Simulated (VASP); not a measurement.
# Sb in VASP: notebook

Aim: see how the results for Sb move with the level of theory and the settings. Levels: PBE, LDA. Tasks: single point.

Everything below comes from runs of VASP 6.6.1. Logs are shortened: lines on timing, memory, paths and dates and some standing lists are left out, and cuts for length are marked.

## (1) The cell of the first run

The cell holds a sheet with vacuum, 2 atoms: a = 3.133 Å, b = 3.133 Å, c = 31.360 Å, α = 90.00°, β = 90.00°, γ = 90.00°.

## (2) Single point, PBE

Contents of INCAR:

```
PREC = Accurate
ENCUT = 520
EDIFF = 1E-6
ISMEAR = -1
SIGMA = 0.05
LREAL = False
LASPH = True
NELM = 100
ALGO = Normal
ISIF = 2
LWAVE = False
LCHARG = True
GGA = PE
LELF = True
LVHAR = True
NBANDS = 12
```

Contents of KPOINTS:

```
regular mesh
0
Gamma
  9 9 1
```

Contents of POSCAR:

```
Sb
1.0
    3.1333400000      0.0000000000      0.0000000000
    0.0000000000      3.1333400000      0.0000000000
    0.0000000000      0.0000000000     31.3600000000
Sb
2
Direct
    0.0000000000      0.0000000000      0.2420100000
    0.0000000000      0.0000000000      0.3319700000
```

Potentials or basis: VASP PAW PBE potentials, release 64 (Sb).

Command:

```console
$ cat potpaw_PBE.64/Sb/POTCAR > POTCAR
$ mpirun -np 1 vasp_std > vasp.out
```

OUTCAR:

```text
PREC = Accurate
   ENCUT = 520
   EDIFF = 1E-6
   ISMEAR = -1
   LREAL = False
   LASPH = True
   NELM = 100
   ISIF = 2
   GGA = PE

 ion  position               nearest neighbor table
   1  0.000  0.000  0.242-   2 2.82
   2  0.000  0.000  0.332-   1 2.82

  LATTYP: Found a simple tetragonal cell.
 ALAT       =     3.1333400000
 C/A-ratio  =    10.0084893436

  Lattice vectors:

 A1 = (   3.1333400000,   0.0000000000,   0.0000000000)
 A2 = (   0.0000000000,   3.1333400000,   0.0000000000)
 A3 = (   0.0000000000,   0.0000000000,  31.3600000000)

Analysis of symmetry for initial positions (statically):
=====================================================================
 Subroutine PRICEL returns:
 Original cell was already a primitive cell.

 Routine SETGRP: Setting up the symmetry group for a
 simple tetragonal supercell.

 Subroutine GETGRP returns: Found 16 space group operations
 (whereof  8 operations were pure point group operations)
 out of a pool of 16 trial point group operations.

The static configuration has the point symmetry C_4v.
 The point group associated with its full space group is D_4h.

Analysis of symmetry for dynamics (positions and initial velocities):
=====================================================================
 Subroutine PRICEL returns:
 Original cell was already a primitive cell.

 Routine SETGRP: Setting up the symmetry group for a
 simple tetragonal supercell.

 Subroutine GETGRP returns: Found 16 space group operations
 (whereof  8 operations were pure point group operations)
 out of a pool of 16 trial point group operations.

The dynamic configuration has the point symmetry C_4v.
 The point group associated with its full space group is D_4h.

 Subroutine INISYM returns: Found 16 space group operations
 (whereof  8 operations are pure point group operations),
 and found     1 'primitive' translations

----------------------------------------------------------------------------------------

                                     Primitive cell

  volume of cell :     307.8868

  direct lattice vectors                    reciprocal lattice vectors
     3.133340000  0.000000000  0.000000000     0.319148257  0.000000000  0.000000000
     0.000000000  3.133340000  0.000000000     0.000000000  0.319148257  0.000000000
     0.000000000  0.000000000 31.360000000     0.000000000  0.000000000  0.031887755

  length of vectors
     3.133340000  3.133340000 31.360000000     0.319148257  0.319148257  0.031887755
[... 72 lines left out ...]
   LREAL  =      F    real-space projection
[... 7 lines left out ...]
   TEBEG  =    0.0;   TEEND  =   0.0 temperature during run
   PSTRESS=    0.0 pullay stress
   NELECT =      10.0000    total number of electrons
   NUPDOWN=      -1.0000    fix difference up-down
   EMIN   =  10.00;   EMAX   =-10.00  energy-range for DOS
   EFERMI =   0.00;   METHOD = LEGACY
   ISMEAR =    -1;   SIGMA  =   0.05  broadening in eV -4-tet -1-fermi 0-gaus
   EFERMI_NEDOS =   21; number of points for ismear=-14 and -15
   IALGO  =     38    algorithm
   IMIX   =      4    mixing-type and parameters
     AMIX     =   0.40;   BMIX     =  1.00
     AMIX_MAG =   1.60;   BMIX_MAG =  1.00
  volume/ion in A,a.u.               =     153.94      1038.86
  Fermi-wavevector in a.u.,A,eV,Ry     =   0.522329  0.987059  3.712050  0.272828
  Thomas-Fermi vector in A             =   1.541083
   LORBIT       =      0    0 simple, 1 ext, 2 COOP (PROOUT), +10 PAW based schemes
   GGA     = PE    functional components
   LHFCALC =     F    Hartree Fock is set to
   AEXX    =    0.0000 exact exchange contribution
   IVDW    =     0    specifies the selected vdW correction
   LEPSILON=     F    determine dielectric tensor
   LRPA    =     F    only Hartree local field effects (RPA)
 non-spin polarized calculation
  energy-cutoff  :      520.00
  volume of cell :      307.89
 maximum number of plane-waves:      8352
 NGX is ok and might be reduce to    24
   NGX = 11   NGY = 11   NGZ =117

 number of electron      10.0000000 magnetization

 Free energy of the ion-electron system (eV)
  ---------------------------------------------------
  ext. energy  EPLUGINS =         0.00000000
  ---------------------------------------------------
  free energy    TOTEN  =        -7.96019868 eV

  energy without entropy =       -7.94730340  energy(sigma->0) =       -7.95375104

 E-fermi :  -1.5760     XC(G=0):  -2.2561

 val. band max:       -1.5791874384   @ k =   0.4444   0.3333   0.0000
 cond. band min:      -1.5439795144   @ k =   0.0000   0.0000   0.0000
 fundamental gap:      0.0352079240
 Fermi energy:        -1.5760235178

 k-point     1 :       0.0000    0.0000    0.0000
  band No.  band energies     occupation
      1     -13.8629      2.00000
      2     -11.8738      2.00000
      3      -5.7801      2.00000
      4      -1.5440      0.69010
      5       1.5455      0.00000
      6       1.5455      0.00000
      7       1.5973      0.00000
      8       2.0741      0.00000
      9       2.1746      0.00000
     10       2.6392      0.00000
     11       2.8906      0.00000
     12       3.1647      0.00000
[... 196 lines left out ...]
 k-point    15 :       0.4444    0.4444    0.0000
  band No.  band energies     occupation
      1      -9.4973      2.00000
      2      -7.1578      2.00000
      3      -4.9174      2.00000
      4      -4.8361      2.00000
      5      -3.3985      2.00000
      6      -3.2195      2.00000
      7      -1.9565      1.99901
      8       1.1169      0.00000
      9       2.8293      0.00000
     10       3.0063      0.00000
     11       4.1416      0.00000
     12       4.4011      0.00000

------------------------ aborting loop because EDIFF is reached ----------------------------------------

  FORCE on cell =-STRESS in cart. coord.  units (eV):
  Direction    XX          YY          ZZ          XY          YZ          ZX
  --------------------------------------------------------------------------------------
  -------------------------------------------------------------------------------------
  Total        0.7386385      0.7386385      0.1472166      0.0000000     -0.0000000      0.0000000
  in kB        3.8437172      3.8437172      0.7660839      0.0000000     -0.0000000      0.0000000
  external PRESSURE =       2.8178394 kB  Pullay stress =       0.0000000 kB

 VOLUME and BASIS-vectors are now :
 -----------------------------------------------------------------------------
  energy-cutoff  :      520.00
  volume of cell :      307.89
      direct lattice vectors                 reciprocal lattice vectors
     3.133340000  0.000000000  0.000000000     0.319148257  0.000000000  0.000000000
     0.000000000  3.133340000  0.000000000     0.000000000  0.319148257  0.000000000
     0.000000000  0.000000000 31.360000000     0.000000000  0.000000000  0.031887755

 POSITION                                       TOTAL-FORCE (eV/Angst)
 -----------------------------------------------------------------------------------
      0.00000      0.00000      7.58943         0.000000      0.000000     -0.052962
      0.00000      0.00000     10.41058         0.000000     -0.000000      0.052962
 -----------------------------------------------------------------------------------
    total drift:                                0.000000     -0.000000      0.000001

  FREE ENERGIE OF THE ION-ELECTRON SYSTEM (eV)
  ---------------------------------------------------
  free  energy   TOTEN  =        -7.9601986831 eV

  energy  without entropy=       -7.9473034008  energy(sigma->0) =       -7.95375104
```

OSZICAR:

```text
N       E                     dE             d eps       ncg     rms          rms(c)
DAV:   1     0.566021419999E+02    0.56602E+02   -0.26883E+03   360   0.525E+02
DAV:   2    -0.316809282178E+01   -0.59770E+02   -0.50904E+02   524   0.851E+01
DAV:   3    -0.787963612959E+01   -0.47115E+01   -0.46671E+01   488   0.309E+01
[... 12 lines left out ...]
DAV:  16    -0.796018254115E+01   -0.11592E-04   -0.43917E-07   404   0.174E-03    0.350E-04
DAV:  17    -0.796019367077E+01   -0.11130E-04   -0.84912E-07   384   0.187E-03    0.202E-04
DAV:  18    -0.796019553579E+01   -0.18650E-05   -0.22175E-08   484   0.391E-04    0.131E-04
DAV:  19    -0.796019805240E+01   -0.25166E-05   -0.11285E-07   392   0.517E-04    0.113E-04
DAV:  20    -0.796019868314E+01   -0.63074E-06   -0.31312E-09   340   0.159E-04
   1 F= -.79601987E+01 E0= -.79537510E+01  d E =-.128953E-01
```

stdout:

```text
POSCAR found type information on POSCAR Sb
 POSCAR found :  1 types and       2 ions
 scaLAPACK will be used
 LDA part: xc-table for (Slater+PW92), standard interpolation
 POSCAR, INCAR and KPOINTS ok, starting setup
 FFT: planning ... GRIDC
 FFT: planning ... GRID_SOFT
 FFT: planning ... GRID
 WAVECAR not read
 entering main loop
```

Wall time 1.7 min (1 thread of Intel Xeon 8259CL, shared host); peak memory 0.37 GiB.

Results:

```yaml
Free_energy: -7.9602 eV
Largest_force: 0.053 eV/Å
Band_gap_on_the_k_mesh: zero (bands 5 and 6 overlap by 4.77 eV)
```

Forces on the atoms (eV/Å):
```
Sb   0.000  0.000 -0.053
Sb   0.000  0.000  0.053
```

Caveat: spin-orbit coupling is left out, which moves the levels of the heavy elements.

## (3) Single point, PBE

Contents of INCAR:

```
SYSTEM = Sb
PREC = Accurate
ENCUT = 520
EDIFF = 1E-7
ISMEAR = -1
SIGMA = 0.05
LREAL = .False.
LASPH = .True.
NELM = 100
ALGO = Normal
ISIF = 2
LWAVE = .False.
LCHARG = .False.
GGA = PE
NBANDS = 12
```

Contents of KPOINTS:

```
Automatic mesh
0
Gamma
  9 9 1
  0 0 0
```

POSCAR is that of step 2.

Potentials or basis: VASP PAW PBE potentials, release 64 (Sb).

Command:

```console
$ cat potpaw_PBE.64/Sb/POTCAR > POTCAR
$ mpirun -np 1 vasp_std > vasp.out
```

Wall time 1.9 min (1 thread of Intel Xeon 8259CL, shared host); peak memory 0.37 GiB.

The run converged. Its results:

```
Free energy            : -7.9602 eV
Largest force          : 0.053 eV/Å
Band gap on the k mesh : zero (bands 5 and 6 overlap by 4.76 eV)
```

Forces in eV/Å, atoms in the order of the input:
```
Sb   0.000  0.000 -0.053
Sb   0.000  0.000  0.053
```

Levels at points of the mesh, in eV from the Fermi level:
```
           k point  band 2  band 3  band 4  band 5  band 6  band 7  band 8  band 9
(0.00, 0.00, 0.00)  -10.30   -4.20    0.03    3.12    3.12    3.17    3.65    3.77
```

Caveat: spin-orbit coupling is left out, which moves the levels of the heavy elements.

## (4) Single point, LDA

Contents of INCAR:

```
ALGO     = Normal         # electronic algorithm
EDIFF    = 1E-7           # SCF threshold, eV
ENCUT    = 520            # plane-wave cutoff, eV
ISIF     = 2              # what is computed and relaxed
ISMEAR   = -1             # smearing method
LASPH    = T              # aspherical terms in the spheres
LCHARG   = T              # write CHGCAR
LELF     = T              # ELF
LREAL    = F              # projectors in reciprocal space
LVHAR    = T            
LWAVE    = F              # write WAVECAR
NBANDS   = 12             # bands
NELM     = 60             # most SCF steps
PREC     = Accurate       # precision mode
SIGMA    = 0.05           # smearing width, eV
```

Contents of KPOINTS:

```
k-points
0
Gamma
  9 9 1
```

POSCAR is that of step 3.

Potentials or basis: VASP PAW LDA potentials, release 64 (Sb).

Command:

```console
$ cat potpaw_LDA.64/Sb/POTCAR > POTCAR
$ mpirun -np 1 vasp_std > vasp.out
```

OUTCAR:

```text
EDIFF = 1E-7
   ENCUT = 520
   ISIF = 2
   ISMEAR = -1
   LASPH = T
   LREAL = F
   NELM = 60
   PREC = Accurate

 ion  position               nearest neighbor table
   1  0.000  0.000  0.242-   2 2.82
   2  0.000  0.000  0.332-   1 2.82

  LATTYP: Found a simple tetragonal cell.
 ALAT       =     3.1333400000
 C/A-ratio  =    10.0084893436

  Lattice vectors:

 A1 = (   3.1333400000,   0.0000000000,   0.0000000000)
 A2 = (   0.0000000000,   3.1333400000,   0.0000000000)
 A3 = (   0.0000000000,   0.0000000000,  31.3600000000)

Analysis of symmetry for initial positions (statically):
=====================================================================
 Subroutine PRICEL returns:
 Original cell was already a primitive cell.

 Routine SETGRP: Setting up the symmetry group for a
 simple tetragonal supercell.

 Subroutine GETGRP returns: Found 16 space group operations
 (whereof  8 operations were pure point group operations)
 out of a pool of 16 trial point group operations.

The static configuration has the point symmetry C_4v.
 The point group associated with its full space group is D_4h.

Analysis of symmetry for dynamics (positions and initial velocities):
=====================================================================
 Subroutine PRICEL returns:
 Original cell was already a primitive cell.

 Routine SETGRP: Setting up the symmetry group for a
 simple tetragonal supercell.

 Subroutine GETGRP returns: Found 16 space group operations
 (whereof  8 operations were pure point group operations)
 out of a pool of 16 trial point group operations.

The dynamic configuration has the point symmetry C_4v.
 The point group associated with its full space group is D_4h.

 Subroutine INISYM returns: Found 16 space group operations
 (whereof  8 operations are pure point group operations),
 and found     1 'primitive' translations

[... 111 lines left out ...]
   AEXX    =    0.0000 exact exchange contribution
   IVDW    =     0    specifies the selected vdW correction
   LEPSILON=     F    determine dielectric tensor
   LRPA    =     F    only Hartree local field effects (RPA)
 non-spin polarized calculation
  energy-cutoff  :      520.00
  volume of cell :      307.89
 maximum number of plane-waves:      8352
 NGX is ok and might be reduce to    24
   NGX = 11   NGY = 11   NGZ =117

 number of electron      10.0000000 magnetization

 Free energy of the ion-electron system (eV)
  ---------------------------------------------------
  ext. energy  EPLUGINS =         0.00000000
  ---------------------------------------------------
  free energy    TOTEN  =        -9.13603380 eV

  energy without entropy =       -9.12338469  energy(sigma->0) =       -9.12970925

 E-fermi :  -1.8444     XC(G=0):  -2.2907

 val. band max:       -1.8506013711   @ k =   0.4444   0.3333   0.0000
 cond. band min:      -1.8140569085   @ k =   0.0000   0.0000   0.0000
 fundamental gap:      0.0365444626
 Fermi energy:        -1.8444187757

 k-point     1 :       0.0000    0.0000    0.0000
  band No.  band energies     occupation
      1     -14.1356      2.00000
      2     -12.1535      2.00000
      3      -6.0084      2.00000
      4      -1.8141      0.70538
      5       1.2497      0.00000
      6       1.2497      0.00000
      7       1.5710      0.00000
      8       2.1205      0.00000
      9       2.2119      0.00000
     10       2.6892      0.00000
     11       2.8508      0.00000
     12       2.8876      0.00000
[... 196 lines left out ...]
 k-point    15 :       0.4444    0.4444    0.0000
  band No.  band energies     occupation
      1      -9.8062      2.00000
      2      -7.4843      2.00000
      3      -5.1546      2.00000
      4      -5.0786      2.00000
      5      -3.6460      2.00000
      6      -3.4770      2.00000
      7      -2.1945      1.99818
      8       0.8825      0.00000
      9       2.5601      0.00000
     10       2.7142      0.00000
     11       3.8769      0.00000
     12       4.1432      0.00000

------------------------ aborting loop because EDIFF is reached ----------------------------------------

  FORCE on cell =-STRESS in cart. coord.  units (eV):
  Direction    XX          YY          ZZ          XY          YZ          ZX
  --------------------------------------------------------------------------------------
  -------------------------------------------------------------------------------------
  Total       -0.6447317     -0.6447317     -0.6895882      0.0000000     -0.0000000      0.0000000
  in kB       -3.3550461     -3.3550461     -3.5884701      0.0000000     -0.0000000      0.0000000
  external PRESSURE =      -3.4328541 kB  Pullay stress =       0.0000000 kB

 VOLUME and BASIS-vectors are now :
 -----------------------------------------------------------------------------
  energy-cutoff  :      520.00
  volume of cell :      307.89
      direct lattice vectors                 reciprocal lattice vectors
     3.133340000  0.000000000  0.000000000     0.319148257  0.000000000  0.000000000
     0.000000000  3.133340000  0.000000000     0.000000000  0.319148257  0.000000000
     0.000000000  0.000000000 31.360000000     0.000000000  0.000000000  0.031887755

 POSITION                                       TOTAL-FORCE (eV/Angst)
 -----------------------------------------------------------------------------------
      0.00000      0.00000      7.58943         0.000000     -0.000000      0.243638
      0.00000      0.00000     10.41058        -0.000000      0.000000     -0.243638
 -----------------------------------------------------------------------------------
    total drift:                                0.000000      0.000000      0.000005

  FREE ENERGIE OF THE ION-ELECTRON SYSTEM (eV)
  ---------------------------------------------------
  free  energy   TOTEN  =        -9.1360338008 eV

  energy  without entropy=       -9.1233846936  energy(sigma->0) =       -9.12970925
```

OSZICAR:

```text
N       E                     dE             d eps       ncg     rms          rms(c)
DAV:   1     0.576910971741E+02    0.57691E+02   -0.26836E+03   360   0.525E+02
DAV:   2    -0.428203786192E+01   -0.61973E+02   -0.53532E+02   556   0.864E+01
DAV:   3    -0.906845856878E+01   -0.47864E+01   -0.47065E+01   480   0.317E+01
[... 13 lines left out ...]
DAV:  17    -0.913602855137E+01   -0.11088E-04   -0.70734E-07   380   0.173E-03    0.187E-04
DAV:  18    -0.913603092096E+01   -0.23696E-05   -0.47133E-08   492   0.493E-04    0.107E-04
DAV:  19    -0.913603313896E+01   -0.22180E-05   -0.77275E-08   400   0.476E-04    0.713E-05
DAV:  20    -0.913603371939E+01   -0.58043E-06   -0.41491E-09   412   0.159E-04    0.272E-05
DAV:  21    -0.913603380078E+01   -0.81390E-07    0.85544E-11   312   0.462E-05
   1 F= -.91360338E+01 E0= -.91297092E+01  d E =-.126491E-01
```

Run time: 1.9 min. Hardware: 1 thread of Intel Xeon 8259CL, shared host; peak memory 0.29 GiB.

Results:

| Item | Value |
| --- | --- |
| Free energy | -9.1360 eV |
| Largest force | 0.244 eV/Å |
| Band gap on the k mesh | zero (bands 5 and 6 overlap by 4.73 eV) |

Forces in eV/Å, atoms in the order of the input:
```
Sb   0.000  0.000  0.244
Sb   0.000  0.000 -0.244
```

Levels at points of the mesh, in eV from the Fermi level:
```tsv
k point	band 2	band 3	band 4	band 5	band 6	band 7	band 8	band 9
(0.00, 0.00, 0.00)	-10.31	-4.16	0.03	3.09	3.09	3.42	3.96	4.06
```

Caveat: spin-orbit coupling is left out, which moves the levels of the heavy elements.
